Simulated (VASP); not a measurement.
# H2CO2 in VASP: further runs

H2CO2 is run at these levels: LDA; tasks: single point.

All numbers are computed with VASP 6.6.1; they aren't measurements. Logs are shortened: lines on timing, memory, paths and dates and some standing lists are left out, and cuts for length are marked.

## (1) The cell of the first run

The cell holds a disordered packing, 40 atoms: a = 7.958 Å, b = 7.958 Å, c = 7.958 Å, α = 90.00°, β = 90.00°, γ = 90.00°.

## (2) Single point, LDA

INCAR

```
SYSTEM = H2CO2
PREC = Accurate
ENCUT = 1000
EDIFF = 1E-6
ISMEAR = -1
SIGMA = 0.05
LREAL = Auto
LASPH = .True.
NELM = 120
ALGO = Normal
ISIF = 2
LWAVE = .False.
LCHARG = .False.
GGA = CA
NBANDS = 98
GGA_COMPAT = .False.
```

KPOINTS

```
Automatic mesh
0
Gamma
  1 1 1
  0 0 0
```

POSCAR

```
H2CO2
1.0
    7.9581140000      0.0000000000      0.0000000000
    0.0000000000      7.9581140000      0.0000000000
    0.0000000000      0.0000000000      7.9581140000
O C H
16 8 16
Direct
    0.2775531992      0.3654383438      1.0391783782
    0.2458622734      0.3244487325      0.7628943240
    0.5578834382      0.7645907058      0.7392455047
    0.5011111929      0.5909566010      0.9486669832
    0.6887435892      0.2351562192      0.5950530490
    0.7870080775      0.1421442317      0.3528976840
    0.0109448043      0.8443332176      0.7453650450
    0.2292628630      0.9518209968      0.9111455302
    0.5852894291      0.7718160358      0.3866368338
    0.6600935850      0.5029206669      0.4499181590
    0.0447342172      0.0509794155      0.1928471997
    0.2069083202      0.0729569845      0.4335072355
    0.1934880551      0.6055957479      0.6151457494
    0.2162698348      0.4680128985      0.3724123580
    0.7174187251      0.3123227438      0.9270286905
    0.6078701562      0.0541334291      0.9050888188
    0.1926712786      0.3046953085      0.9098638195
    0.5057731015      0.6256633167      0.8007801849
    0.7561087966      0.1200661363      0.5062003384
    0.0802577093      0.9429495481      0.8619504571
    0.6256884483      0.6171939733      0.3561773556
    0.1858354882      0.0363528344      0.2853439898
    0.1673763407      0.5869732452      0.4349899989
    0.6563112818      0.1643479850      0.9876837653
    0.3921280846      0.4297374981      0.9972965957
    0.0711726422      0.2524844454      0.9325953360
    0.5840705474      0.8612719044      0.8219158459
    0.4529465147      0.5226740909      0.7167778697
    0.6697692443      0.3331316943      0.5112266550
    0.7901495254      0.0005277632      0.5635003469
    0.0831478413      0.7384789914      0.7132720139
   -0.0096630935      1.0450089054      0.9055286215
    0.5606479123      0.7869452486      0.5079721150
    0.6168672628      0.5956436412      0.2215223356
   -0.0540831659      0.0998854754      0.2725143168
    0.2920541224     -0.0347946762      0.2226029936
    0.2238218754      0.4869872435      0.6506818073
    0.1243259395      0.7118269479      0.3837215702
    0.7545380727      0.2761081332      0.8015969613
    0.6662633885      0.1528754175      1.1312981945
```

Potentials or basis: VASP PAW LDA potentials, release 64 (O_h, C_h, H_h).

Started as:

```sh
$ cat potpaw_LDA.64/O_h/POTCAR potpaw_LDA.64/C_h/POTCAR potpaw_LDA.64/H_h/POTCAR > POTCAR
$ mpirun -np 1 vasp_gam > vasp.out
```

OUTCAR:

```text
SYSTEM = H2CO2
   PREC = Accurate
   ENCUT = 1000
   EDIFF = 1E-6
   ISMEAR = -1
   LREAL = Auto
   LASPH = .True.
   NELM = 120
   ISIF = 2
   GGA = CA

 ion  position               nearest neighbor table
   1  0.278  0.365  0.039-  25 1.10  17 1.32
   2  0.246  0.324  0.763-  17 1.25
   3  0.558  0.765  0.739-  27 1.03  18 1.28
   4  0.501  0.591  0.949-  18 1.21
   5  0.689  0.235  0.595-  29 1.04  19 1.28
   6  0.787  0.142  0.353-  19 1.26
   7  0.011  0.844  0.745-  31 1.05  20 1.33
   8  0.229  0.952  0.911-  20 1.25
   9  0.585  0.772  0.387-  33 0.99  21 1.29
  10  0.660  0.503  0.450-  21 1.21
  11  0.045  0.051  0.193-  35 1.08  22 1.35
  12  0.207  0.073  0.434-  22 1.23
  13  0.193  0.606  0.615-  37 1.01  23 1.46
  14  0.216  0.468  0.372-  23 1.14
  15  0.717  0.312  0.927-  39 1.08  24 1.36
  16  0.608  0.054  0.905-  24 1.16
  17  0.193  0.305  0.910-  26 1.07   2 1.25   1 1.32
  18  0.506  0.626  0.801-  28 1.14   4 1.21   3 1.28
  19  0.756  0.120  0.506-  30 1.09   6 1.26   5 1.28
  20  0.080  0.943  0.862-  32 1.14   8 1.25   7 1.33
  21  0.626  0.617  0.356-  34 1.09  10 1.21   9 1.29
  22  0.186  0.036  0.285-  36 1.13  12 1.23  11 1.35
  23  0.167  0.587  0.435-  38 1.13  14 1.14  13 1.46
  24  0.656  0.164  0.988-  40 1.15  16 1.16  15 1.36
  25  0.392  0.430  0.997-   1 1.10
  26  0.071  0.252  0.933-  17 1.07
  27  0.584  0.861  0.822-   3 1.03
  28  0.453  0.523  0.717-  18 1.14
  29  0.670  0.333  0.511-   5 1.04
  30  0.790  0.001  0.564-  19 1.09
[... 8 lines left out ...]
  39  0.755  0.276  0.802-  15 1.08
  40  0.666  0.153  0.131-  24 1.15

  LATTYP: Found a simple cubic cell.
 ALAT       =     7.9581140000

  Lattice vectors:

 A1 = (   7.9581140000,   0.0000000000,   0.0000000000)
 A2 = (   0.0000000000,   7.9581140000,   0.0000000000)
 A3 = (   0.0000000000,   0.0000000000,   7.9581140000)

Analysis of symmetry for initial positions (statically):
=====================================================================
 Subroutine PRICEL returns:
 Original cell was already a primitive cell.

 Routine SETGRP: Setting up the symmetry group for a
 simple cubic supercell.

 Subroutine GETGRP returns: Found  1 space group operations
 (whereof  1 operations were pure point group operations)
 out of a pool of 48 trial point group operations.

The static configuration has the point symmetry C_1 .

Analysis of symmetry for dynamics (positions and initial velocities):
=====================================================================
 Subroutine PRICEL returns:
 Original cell was already a primitive cell.

 Routine SETGRP: Setting up the symmetry group for a
 simple cubic supercell.

 Subroutine GETGRP returns: Found  1 space group operations
 (whereof  1 operations were pure point group operations)
 out of a pool of 48 trial point group operations.

The dynamic configuration has the point symmetry C_1 .

 Subroutine INISYM returns: Found  1 space group operations
 (whereof  1 operations are pure point group operations),
 and found     1 'primitive' translations

----------------------------------------------------------------------------------------

                                     Primitive cell

  volume of cell :     503.9999

  direct lattice vectors                    reciprocal lattice vectors
     7.958114000  0.000000000  0.000000000     0.125657913  0.000000000  0.000000000
     0.000000000  7.958114000  0.000000000     0.000000000  0.125657913  0.000000000
     0.000000000  0.000000000  7.958114000     0.000000000  0.000000000  0.125657913

  length of vectors
     7.958114000  7.958114000  7.958114000     0.125657913  0.125657913  0.125657913

  position of ions in fractional coordinates (direct lattice)
     0.277553199  0.365438344  0.039178378
     0.245862273  0.324448733  0.762894324
     0.557883438  0.764590706  0.739245505
     0.501111193  0.590956601  0.948666983
     0.688743589  0.235156219  0.595053049
     0.787008077  0.142144232  0.352897684
[... 32 lines left out ...]
     0.754538073  0.276108133  0.801596961
     0.666263388  0.152875417  0.131298194

  ion indices of the primitive-cell ions
   primitive index   ion index
                 1           1
                 2           2
                 3           3
                 4           4
                 5           5
                 6           6
[... 32 lines left out ...]
                39          39
                40          40

----------------------------------------------------------------------------------------

 KPOINTS: Automatic mesh

Automatic generation of k-mesh.
 Grid dimensions read from file:
 generate k-points for:    1    1    1

 Generating k-lattice:

  Cartesian coordinates                     Fractional coordinates (reciprocal lattice)
     0.125657913  0.000000000  0.000000000     1.000000000  0.000000000  0.000000000
     0.000000000  0.125657913  0.000000000     0.000000000  1.000000000  0.000000000
     0.000000000  0.000000000  0.125657913     0.000000000  0.000000000  1.000000000

  Length of vectors
     0.125657913  0.125657913  0.125657913

  Shift w.r.t. Gamma in fractional coordinates (k-lattice)
     0.000000000  0.000000000  0.000000000

 Subroutine IBZKPT returns following result:
 ===========================================

 Found      1 irreducible k-points:

 Following reciprocal coordinates:
            Coordinates               Weight
  0.000000  0.000000  0.000000      1.000000
   k-points           NKPTS =      1   k-points in BZ     NKDIM =      1   number of bands    NBANDS=     98
   number of dos      NEDOS =    301   number of ions     NIONS =     40
   total plane-waves  NPLWV = 592704
   dimension x,y,z NGX =    84 NGY =   84 NGZ =   84
   dimension x,y,z NGXF=   168 NGYF=  168 NGZF=  168
   ions per type =              16   8  16
   NGX,Y,Z   is equivalent  to a cutoff of  17.55, 17.55, 17.55 a.u.
   NGXF,Y,Z  is equivalent  to a cutoff of  35.10, 35.10, 35.10 a.u.
 SYSTEM =  H2CO2
   PREC   = accura    normal or accurate (medium, high low for compatibility)
   ISTART =      0    job   : 0-new  1-cont  2-samecut
   ICHARG =      2    charge: 1-file 2-atom 10-const
   ISPIN  =      1    spin polarized calculation?
   LNONCOLLINEAR =      F non collinear calculations
   LSORBIT =      F    spin-orbit coupling
   LASPH  =      T    aspherical Exc in radial PAW
   ENCUT  = 1000.0 eV  73.50 Ry    8.57 a.u.  20.52 20.52 20.52*2*pi/ulx,y,z
   NELM   =    120;   NELMIN=  2; NELMDL= -5     # of ELM steps
   EDIFF  = 0.1E-05   stopping-criterion for ELM
   LREAL  =      T    real-space projection
   EDIFFG = 0.1E-04   stopping-criterion for IOM
   NSW    =      0    number of steps for IOM
[... 5 lines left out ...]
   TEBEG  =    0.0;   TEEND  =   0.0 temperature during run
   PSTRESS=    0.0 pullay stress
   NELECT =     144.0000    total number of electrons
   NUPDOWN=      -1.0000    fix difference up-down
   EMIN   =  10.00;   EMAX   =-10.00  energy-range for DOS
   EFERMI =   0.00;   METHOD = LEGACY
   ISMEAR =    -1;   SIGMA  =   0.05  broadening in eV -4-tet -1-fermi 0-gaus
   EFERMI_NEDOS =   21; number of points for ismear=-14 and -15
   IALGO  =     38    algorithm
   IMIX   =      4    mixing-type and parameters
     AMIX     =   0.40;   BMIX     =  1.00
     AMIX_MAG =   1.60;   BMIX_MAG =  1.00
  volume/ion in A,a.u.               =      12.60        85.03
  Fermi-wavevector in a.u.,A,eV,Ry     =   1.078248  2.037594 15.818401  1.162620
  Thomas-Fermi vector in A             =   2.214182
   LORBIT       =      0    0 simple, 1 ext, 2 COOP (PROOUT), +10 PAW based schemes
   GGA     = CA    functional components
   LHFCALC =     F    Hartree Fock is set to
   AEXX    =    0.0000 exact exchange contribution
   IVDW    =     0    specifies the selected vdW correction
   LEPSILON=     F    determine dielectric tensor
   LRPA    =     F    only Hartree local field effects (RPA)
 non-spin polarized calculation
  energy-cutoff  :     1000.00
  volume of cell :      504.00
 maximum number of plane-waves:     18129
 NGX is ok and might be reduce to    84
   NGX = 41   NGY = 41   NGZ = 41

 number of electron     143.9999995 magnetization

 Free energy of the ion-electron system (eV)
  ---------------------------------------------------
  ext. energy  EPLUGINS =         0.00000000
  ---------------------------------------------------
  free energy    TOTEN  =      -258.63719988 eV

  energy without entropy =     -258.63719988  energy(sigma->0) =     -258.63719988

 E-fermi :  -0.5872     XC(G=0):  -7.4723

 val. band max:       -1.7947630603   @ k =   0.0000   0.0000   0.0000
 cond. band min:       1.3734764929   @ k =   0.0000   0.0000   0.0000
 fundamental gap:      3.1682395532
 Fermi energy:        -0.5872292720

 k-point     1 :       0.0000    0.0000    0.0000
  band No.  band energies     occupation
      1     -24.9440      2.00000
      2     -24.7016      2.00000
      3     -24.4950      2.00000
      4     -24.1033      2.00000
      5     -24.0612      2.00000
      6     -23.0380      2.00000
[... 76 lines left out ...]
     83       4.4781      0.00000
     84       4.7162      0.00000
 [bands above 84 left out]

------------------------ aborting loop because EDIFF is reached ----------------------------------------

  FORCE on cell =-STRESS in cart. coord.  units (eV):
  Direction    XX          YY          ZZ          XY          YZ          ZX
  --------------------------------------------------------------------------------------
  -------------------------------------------------------------------------------------
  Total      -10.0358017      1.4149356     -3.9816975     -2.6287947      2.2887332     -2.7740430
  in kB      -31.9030485      4.4979724    -12.6575128     -8.3567379      7.2757084     -8.8184714
  external PRESSURE =     -13.3541963 kB  Pullay stress =       0.0000000 kB

 VOLUME and BASIS-vectors are now :
 -----------------------------------------------------------------------------
  energy-cutoff  :     1000.00
  volume of cell :      504.00
      direct lattice vectors                 reciprocal lattice vectors
     7.958114000  0.000000000  0.000000000     0.125657913  0.000000000  0.000000000
     0.000000000  7.958114000  0.000000000     0.000000000  0.125657913  0.000000000
     0.000000000  0.000000000  7.958114000     0.000000000  0.000000000  0.125657913

 POSITION                                       TOTAL-FORCE (eV/Angst)
 -----------------------------------------------------------------------------------
      2.20880      2.90820      0.31179         0.374852     -0.450876     -0.973390
      1.95660      2.58200      6.07120        -0.783171     -0.384409      1.221678
      4.43970      6.08470      5.88300         0.532114      1.535795     -0.818110
      3.98790      4.70290      7.54960         0.103480      0.083718      1.466752
      5.48110      1.87140      4.73550        -0.124039     -0.003937      0.288501
      6.26310      1.13120      2.80840        -0.541170     -0.019052      1.840213
[... 32 lines left out ...]
      6.00470      2.19730      6.37920        -1.384828      1.100048      1.869552
      5.30220      1.21660      1.04489        -0.242692      0.572991     -0.919664
 -----------------------------------------------------------------------------------
    total drift:                               -0.000053     -0.003699     -0.005189

  FREE ENERGIE OF THE ION-ELECTRON SYSTEM (eV)
  ---------------------------------------------------
  free  energy   TOTEN  =      -258.6371998772 eV

  energy  without entropy=     -258.6371998771  energy(sigma->0) =     -258.63719988
```

Run time: 4.6 min. Hardware: 1 thread of AMD EPYC 7R43 (Zen 3), shared host; peak memory 0.71 GiB.

What came out:

| Property | Result |
| --- | --- |
| Free energy | -258.6372 eV |
| Pressure | -1.3 GPa |
| Largest force | 6.189 eV/Å |
| Band gap on the k mesh | 3.17 eV |

Forces in eV/Å, atoms in the order of the input:
```
O    0.375 -0.451 -0.973
O   -0.783 -0.384  1.222
O    0.532  1.536 -0.818
O    0.103  0.084  1.467
O   -0.124 -0.004  0.289
O   -0.541 -0.019  1.840
O    0.658 -0.416  1.085
O   -2.893 -0.961 -1.146
O   -0.260  0.227  0.717
O   -0.036  0.473  1.301
O    0.394  0.655  1.845
O   -0.851  0.077 -1.130
O   -0.971  0.179 -2.011
O    0.977 -3.799 -2.815
O    0.916 -2.130 -1.650
O   -1.162 -3.549 -2.918
C    3.390  2.274 -1.370
C   -1.113 -2.058  0.045
C    1.047 -0.252 -2.934
C    2.273  1.035 -0.170
C   -0.329 -0.517 -1.779
C    0.214 -0.725  0.683
C   -0.006  4.387  4.366
C    1.726  3.373  3.387
H   -1.593 -0.302  0.207
H   -0.980 -0.530  0.758
H   -0.350 -0.369 -0.077
H    0.714  1.062 -0.270
H   -0.067  0.626  0.304
H    0.102 -0.370  0.717
H    0.008  0.901 -0.055
H    0.061 -0.844 -0.205
H    0.175  0.133  0.770
H    0.211 -0.105 -0.893
H    0.890 -0.729 -0.833
H   -0.669  0.511 -0.521
H   -0.183 -0.237  0.613
H   -0.225 -0.455  0.005
H   -1.385  1.100  1.870
H   -0.243  0.573 -0.920
```

Caveat: the k points lie up to 0.79 Å⁻¹ apart; the atoms stand as in a frame of molecular dynamics.

[end of part 1 of 2]
